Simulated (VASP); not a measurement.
# NaHgF3 (Pm-3m) in VASP: a series of runs

Aim: see how the results for NaHgF3 move with the level of theory and the settings. Levels: PBE, r2SCAN. Tasks: single point.

All numbers are computed with VASP 6.6.1; they aren't measurements. Logs are shortened: lines on timing, memory, paths and dates and some standing lists are left out, and cuts for length are marked.

### 1 The cell of the first run

It takes space group Pm-3m (No. 221, cubic). Conventional cell: a = 4.499 Å, b = 4.499 Å, c = 4.499 Å, α = 90.00°, β = 90.00°, γ = 90.00°. Na (site symmetry m-3m) has 12 F at 3.18 Å and 8 Hg at 3.90 Å within 4.2 Å. Hg (site symmetry m-3m) has 6 F at 2.25 Å within 3.0 Å. Within 3.0 Å of F (site symmetry 4/mmm) lie 2 Hg at 2.25 Å.

### 2 Single point, PBE

Contents of INCAR:

```
  ALGO = Normal
  EDIFF = 1E-7
  ENCUT = 520
  GGA = PE
  ISIF = 2
  ISMEAR = -1
  LASPH = True
  LCHARG = False
  LREAL = False
  LWAVE = False
  NBANDS = 28
  NELM = 80
  PREC = Accurate
  SIGMA = 0.02
```

Contents of KPOINTS:

```
k-points
0
Gamma
  6 6 6
```

Contents of POSCAR:

```
NaHgF3
1.0
    4.4988204079      0.0000000000      0.0000000000
    0.0000000000      4.4988204079      0.0000000000
    0.0000000000      0.0000000000      4.4988204079
Na Hg F
1 1 3
Direct
    0.0000000000      0.0000000000      0.0000000000
    0.5000000000      0.5000000000      0.5000000000
    0.5000000000      0.5000000000      0.0000000000
    0.5000000000      0.0000000000      0.5000000000
    0.0000000000      0.5000000000      0.5000000000
```

Potentials or basis: VASP PAW PBE potentials, release 64 (Na_pv, Hg, F).

Launch:

```sh
$ cat potpaw_PBE.64/Na_pv/POTCAR potpaw_PBE.64/Hg/POTCAR potpaw_PBE.64/F/POTCAR > POTCAR
$ mpirun -np 1 vasp_std > vasp.out
```

OUTCAR:

```text
EDIFF = 1E-7
   ENCUT = 520
   GGA = PE
   ISIF = 2
   ISMEAR = -1
   LASPH = True
   LREAL = False
   NELM = 80
   PREC = Accurate

 ion  position               nearest neighbor table
   1  0.000  0.000  0.000-
   2  0.500  0.500  0.500-   3 2.25   4 2.25   5 2.25   3 2.25   4 2.25   5 2.25
   3  0.500  0.500  0.000-   2 2.25   2 2.25
   4  0.500  0.000  0.500-   2 2.25   2 2.25
   5  0.000  0.500  0.500-   2 2.25   2 2.25

  LATTYP: Found a simple cubic cell.
 ALAT       =     4.4988204079

  Lattice vectors:

 A1 = (   4.4988204079,   0.0000000000,   0.0000000000)
 A2 = (   0.0000000000,   4.4988204079,   0.0000000000)
 A3 = (   0.0000000000,   0.0000000000,   4.4988204079)

Analysis of symmetry for initial positions (statically):
=====================================================================
 Subroutine PRICEL returns:
 Original cell was already a primitive cell.

 Routine SETGRP: Setting up the symmetry group for a
 simple cubic supercell.

 Subroutine GETGRP returns: Found 48 space group operations
[... 9 lines left out ...]

 Routine SETGRP: Setting up the symmetry group for a
 simple cubic supercell.

 Subroutine GETGRP returns: Found 48 space group operations
[... 11 lines left out ...]
                                     Primitive cell

  volume of cell :      91.0534

  direct lattice vectors                    reciprocal lattice vectors
     4.498820408  0.000000000  0.000000000     0.222280489  0.000000000  0.000000000
     0.000000000  4.498820408  0.000000000     0.000000000  0.222280489  0.000000000
     0.000000000  0.000000000  4.498820408     0.000000000  0.000000000  0.222280489

  length of vectors
     4.498820408  4.498820408  4.498820408     0.222280489  0.222280489  0.222280489

  position of ions in fractional coordinates (direct lattice)
     0.000000000  0.000000000  0.000000000
     0.500000000  0.500000000  0.500000000
     0.500000000  0.500000000  0.000000000
     0.500000000  0.000000000  0.500000000
     0.000000000  0.500000000  0.500000000

  ion indices of the primitive-cell ions
   primitive index   ion index
                 1           1
                 2           2
                 3           3
                 4           4
                 5           5

----------------------------------------------------------------------------------------

 KPOINTS: k-points

Automatic generation of k-mesh.
 Grid dimensions read from file:
 generate k-points for:    6    6    6

 Generating k-lattice:

  Cartesian coordinates                     Fractional coordinates (reciprocal lattice)
     0.037046748  0.000000000  0.000000000     0.166666667  0.000000000  0.000000000
     0.000000000  0.037046748  0.000000000     0.000000000  0.166666667  0.000000000
     0.000000000  0.000000000  0.037046748     0.000000000  0.000000000  0.166666667

  Length of vectors
     0.037046748  0.037046748  0.037046748

  Shift w.r.t. Gamma in fractional coordinates (k-lattice)
     0.000000000  0.000000000  0.000000000

 Subroutine IBZKPT returns following result:
 ===========================================

 Found     20 irreducible k-points:

 Following reciprocal coordinates:
            Coordinates               Weight
  0.000000  0.000000  0.000000      1.000000
  0.166667  0.000000  0.000000      6.000000
  0.333333  0.000000  0.000000      6.000000
  0.500000  0.000000  0.000000      3.000000
  0.166667  0.166667  0.000000     12.000000
  0.333333  0.166667  0.000000     24.000000
[... 12 lines left out ...]
  0.500000  0.500000  0.333333      6.000000
  0.500000  0.500000  0.500000      1.000000
   k-points           NKPTS =     20   k-points in BZ     NKDIM =     20   number of bands    NBANDS=     28
   number of dos      NEDOS =    301   number of ions     NIONS =      5
   total plane-waves  NPLWV =  46656
   dimension x,y,z NGX =    36 NGY =   36 NGZ =   36
   dimension x,y,z NGXF=    72 NGYF=   72 NGZF=   72
   ions per type =               1   1   3
   NGX,Y,Z   is equivalent  to a cutoff of  13.30, 13.30, 13.30 a.u.
   NGXF,Y,Z  is equivalent  to a cutoff of  26.61, 26.61, 26.61 a.u.
 SYSTEM =  unknown system
   PREC   = accura    normal or accurate (medium, high low for compatibility)
   ISTART =      0    job   : 0-new  1-cont  2-samecut
   ICHARG =      2    charge: 1-file 2-atom 10-const
   ISPIN  =      1    spin polarized calculation?
   LNONCOLLINEAR =      F non collinear calculations
   LSORBIT =      F    spin-orbit coupling
   LASPH  =      T    aspherical Exc in radial PAW
   ENCUT  =  520.0 eV  38.22 Ry    6.18 a.u.   8.36  8.36  8.36*2*pi/ulx,y,z
   NELM   =     80;   NELMIN=  2; NELMDL= -5     # of ELM steps
   EDIFF  = 0.1E-06   stopping-criterion for ELM
   LREAL  =      F    real-space projection
   EDIFFG = 0.1E-05   stopping-criterion for IOM
   NSW    =      0    number of steps for IOM
   IBRION =     -1    ionic relax: 0-MD 1-quasi-New 2-CG
   NFREE  =      0    steps in history (QN), initial steepest desc. (CG)
   ISIF   =      2    stress and relaxation
   ISYM   =      2    0-nonsym 1-usesym 2-fastsym
   POTIM  = 0.5000    time-step for ionic-motion
   TEBEG  =    0.0;   TEEND  =   0.0 temperature during run
   PSTRESS=    0.0 pullay stress
   NELECT =      40.0000    total number of electrons
   NUPDOWN=      -1.0000    fix difference up-down
   EMIN   =  10.00;   EMAX   =-10.00  energy-range for DOS
   EFERMI =   0.00;   METHOD = LEGACY
   ISMEAR =    -1;   SIGMA  =   0.02  broadening in eV -4-tet -1-fermi 0-gaus
   EFERMI_NEDOS =   21; number of points for ismear=-14 and -15
   IALGO  =     38    algorithm
   IMIX   =      4    mixing-type and parameters
     AMIX     =   0.40;   BMIX     =  1.00
     AMIX_MAG =   1.60;   BMIX_MAG =  1.00
  volume/ion in A,a.u.               =      18.21       122.89
  Fermi-wavevector in a.u.,A,eV,Ry     =   1.244504  2.351771 21.072558  1.548789
  Thomas-Fermi vector in A             =   2.378767
   LORBIT       =      0    0 simple, 1 ext, 2 COOP (PROOUT), +10 PAW based schemes
   GGA     = PE    functional components
   LHFCALC =     F    Hartree Fock is set to
   AEXX    =    0.0000 exact exchange contribution
   IVDW    =     0    specifies the selected vdW correction
   LEPSILON=     F    determine dielectric tensor
   LRPA    =     F    only Hartree local field effects (RPA)
 non-spin polarized calculation
  energy-cutoff  :      520.00
  volume of cell :       91.05
 maximum number of plane-waves:      2470
 NGX is ok and might be reduce to    36
   NGX = 17   NGY = 17   NGZ = 17

 number of electron      40.0000005 magnetization

 Free energy of the ion-electron system (eV)
  ---------------------------------------------------
  ext. energy  EPLUGINS =         0.00000000
  ---------------------------------------------------
  free energy    TOTEN  =       -15.59635591 eV

  energy without entropy =      -15.59634878  energy(sigma->0) =      -15.59635234

 E-fermi :  -0.5918     XC(G=0):  -8.2167

 val. band max:       -0.7700853344   @ k =   0.5000   0.5000   0.5000
 cond. band min:      -0.4699844538   @ k =   0.0000   0.0000   0.0000
 fundamental gap:      0.3001008806
 Fermi energy:        -0.5917606756

 k-point     1 :       0.0000    0.0000    0.0000
  band No.  band energies     occupation
      1     -24.3133      2.00000
      2     -24.3133      2.00000
      3     -24.3133      2.00000
      4     -22.6474      2.00000
      5     -22.3823      2.00000
      6     -22.3823      2.00000
[... 20 lines left out ...]
     27       8.9861      0.00000
     28      13.0891      0.00000

 k-point     2 :       0.1667    0.0000    0.0000
  band No.  band energies     occupation
      1     -24.3144      2.00000
      2     -24.3132      2.00000
      3     -24.3132      2.00000
      4     -22.6245      2.00000
      5     -22.3818      2.00000
      6     -22.3812      2.00000
[... 20 lines left out ...]
     27      10.5151      0.00000
     28      11.9032      0.00000

 k-point     3 :       0.3333    0.0000    0.0000
  band No.  band energies     occupation
      1     -24.3166      2.00000
      2     -24.3131      2.00000
      3     -24.3131      2.00000
      4     -22.5778      2.00000
      5     -22.3808      2.00000
      6     -22.3793      2.00000
[... 20 lines left out ...]
     27      10.6483      0.00000
     28      10.6483      0.00000

 k-point     4 :       0.5000    0.0000    0.0000
  band No.  band energies     occupation
      1     -24.3177      2.00000
      2     -24.3131      2.00000
      3     -24.3131      2.00000
      4     -22.5536      2.00000
      5     -22.3803      2.00000
      6     -22.3781      2.00000
[... 20 lines left out ...]
     27       9.7885      0.00000
     28       9.9263      0.00000

 k-point     5 :       0.1667    0.1667    0.0000
  band No.  band energies     occupation
      1     -24.3145      2.00000
      2     -24.3140      2.00000
      3     -24.3132      2.00000
      4     -22.6015      2.00000
      5     -22.3810      2.00000
      6     -22.3802      2.00000
[... 20 lines left out ...]
     27      10.7735      0.00000
     28      10.9453      0.00000

 k-point     6 :       0.3333    0.1667    0.0000
  band No.  band energies     occupation
      1     -24.3163      2.00000
      2     -24.3139      2.00000
      3     -24.3131      2.00000
      4     -22.5556      2.00000
      5     -22.3798      2.00000
      6     -22.3782      2.00000
[... 339 lines left out ...]
      5     -22.3751      2.00000
      6     -22.3751      2.00000
[... 20 lines left out ...]
     27       8.9238      0.00000
     28      10.2733      0.00000

 k-point    18 :       0.5000    0.3333    0.3333
  band No.  band energies     occupation
      1     -24.3154      2.00000
      2     -24.3148      2.00000
      3     -24.3143      2.00000
      4     -22.4196      2.00000
      5     -22.3749      2.00000
      6     -22.3738      2.00000
[... 20 lines left out ...]
     27       9.3027      0.00000
     28       9.4103      0.00000

 k-point    19 :       0.5000    0.5000    0.3333
  band No.  band energies     occupation
      1     -24.3151      2.00000
      2     -24.3151      2.00000
      3     -24.3143      2.00000
      4     -22.3973      2.00000
      5     -22.3735      2.00000
      6     -22.3735      2.00000
[... 20 lines left out ...]
     27       8.5802      0.00000
     28       8.5802      0.00000

 k-point    20 :       0.5000    0.5000    0.5000
  band No.  band energies     occupation
      1     -24.3148      2.00000
      2     -24.3148      2.00000
      3     -24.3148      2.00000
      4     -22.3733      2.00000
      5     -22.3733      2.00000
      6     -22.3733      2.00000
[... 20 lines left out ...]
     27       7.7135      0.00000
     28       7.7135      0.00000

------------------------ aborting loop because EDIFF is reached ----------------------------------------

  FORCE on cell =-STRESS in cart. coord.  units (eV):
  Direction    XX          YY          ZZ          XY          YZ          ZX
  --------------------------------------------------------------------------------------
  -------------------------------------------------------------------------------------
  Total        1.5246663      1.5246663      1.5246663      0.0000000      0.0000000     -0.0000000
  in kB       26.8280684     26.8280684     26.8280684      0.0000000      0.0000000     -0.0000000
  external PRESSURE =      26.8280684 kB  Pullay stress =       0.0000000 kB

 VOLUME and BASIS-vectors are now :
 -----------------------------------------------------------------------------
  energy-cutoff  :      520.00
  volume of cell :       91.05
      direct lattice vectors                 reciprocal lattice vectors
     4.498820408  0.000000000  0.000000000     0.222280489  0.000000000  0.000000000
     0.000000000  4.498820408  0.000000000     0.000000000  0.222280489  0.000000000
     0.000000000  0.000000000  4.498820408     0.000000000  0.000000000  0.222280489

 POSITION                                       TOTAL-FORCE (eV/Angst)
 -----------------------------------------------------------------------------------
      0.00000      0.00000      0.00000         0.000000      0.000000      0.000000
      2.24941      2.24941      2.24941         0.000000      0.000000      0.000000
      2.24941      2.24941      0.00000         0.000000      0.000000      0.000000
      2.24941      0.00000      2.24941         0.000000      0.000000      0.000000
      0.00000      2.24941      2.24941         0.000000      0.000000      0.000000
 -----------------------------------------------------------------------------------
    total drift:                                0.000000      0.000000      0.000000

  FREE ENERGIE OF THE ION-ELECTRON SYSTEM (eV)
  ---------------------------------------------------
  free  energy   TOTEN  =       -15.5963559053 eV

  energy  without entropy=      -15.5963487752  energy(sigma->0) =      -15.59635234
```

Run time: 38 s. Hardware: 1 thread of Intel Xeon Platinum 8375C at 2.90GHz (Ice Lake), shared host; peak memory 0.22 GiB.

What came out:

| Quantity | Value |
| --- | --- |
| Free energy | -15.5964 eV |
| Pressure | 2.7 GPa |
| Band gap on the k mesh | 0.30 eV, indirect (least direct gap 3.04 eV) |

Levels at points of the mesh, in eV from the valence-band top:
```tsv
k point	band 16	band 17	band 18	band 19	band 20	band 21	band 22	band 23	band 24	band 25
(0.00, 0.00, 0.00)	-2.76	-2.76	-2.74	-2.74	-2.74	0.30	4.94	9.59	9.59	9.59
(0.50, 0.00, 0.00)	-2.75	-2.75	-2.27	-2.27	-2.14	3.04	4.53	7.76	10.47	10.47
(0.50, 0.50, 0.00)	-2.39	-2.32	-2.27	-2.27	0.00	4.58	5.94	6.38	6.38	10.38
(0.50, 0.50, 0.50)	-2.29	-2.29	-2.29	0.00	0.00	5.82	6.06	7.58	7.58	7.58
```

Caveat: spin-orbit coupling is left out, which moves the levels of the heavy elements.

### 3 Single point, r2SCAN

POSCAR is that of step 2.

Contents of INCAR.step1:

```
SYSTEM = NaHgF3
  PREC = Accurate
  ENCUT = 520
  ISMEAR = 0
  SIGMA = 0.01
  LREAL = .False.
  LASPH = .True.
  NELM = 100
  NBANDS = 28
  GGA = PE
  ALGO = Normal
  EDIFF = 1E-4
  LWAVE = .True.
  LCHARG = .False.
```

Contents of INCAR.step2:

```
SYSTEM = NaHgF3
  PREC = Accurate
  ENCUT = 520
  EDIFF = 1E-6
  ISMEAR = 0
  SIGMA = 0.01
  LREAL = .False.
  LASPH = .True.
  NELM = 100
  ALGO = Normal
  ISIF = 2
  LWAVE = .False.
  LCHARG = .False.
  METAGGA = R2SCAN
  LMIXTAU = .True.
  NBANDS = 28
  ISTART = 1
```

Contents of KPOINTS:

```
Automatic mesh
0
Gamma
  6 6 6
  0 0 0
```

Potentials or basis: VASP PAW PBE potentials, release 64 (Na_pv, Hg, F).

Launch:

```sh
$ cat potpaw_PBE.64/Na_pv/POTCAR potpaw_PBE.64/Hg/POTCAR potpaw_PBE.64/F/POTCAR > POTCAR
$ cp INCAR.step1 INCAR
$ mpirun -np 1 vasp_std > vasp.out
$ cp INCAR.step2 INCAR
$ mpirun -np 1 vasp_std > vasp.out
```

Run time: 2.4 min. Hardware: 1 thread of Intel Xeon Platinum 8375C at 2.90GHz (Ice Lake), shared host; peak memory 0.23 GiB.

It converged, with:

```
Free energy            : -71.6526 eV
Pressure               : 0.5 GPa
Band gap on the k mesh : 0.83 eV, indirect (least direct gap 3.75 eV)
```

Levels at points of the mesh, in eV from the valence-band top:
```tsv
k point	band 17	band 18	band 19	band 20	band 21	band 22	band 23	band 24
(0.00, 0.00, 0.00)	-2.92	-2.92	-2.92	-2.92	0.83	5.66	10.14	10.14
(0.50, 0.00, 0.00)	-2.91	-2.42	-2.42	-2.05	3.49	5.18	8.34	11.09
(0.50, 0.50, 0.00)	-2.43	-2.41	-2.41	0.00	5.09	6.75	6.96	6.96
(0.50, 0.50, 0.50)	-2.41	-2.41	0.00	0.00	6.39	6.96	8.25	8.25
```

Caveat: the PAW data sets were made with another functional, which shifts forces and pressure a little; spin-orbit coupling is left out, which moves the levels of the heavy elements.
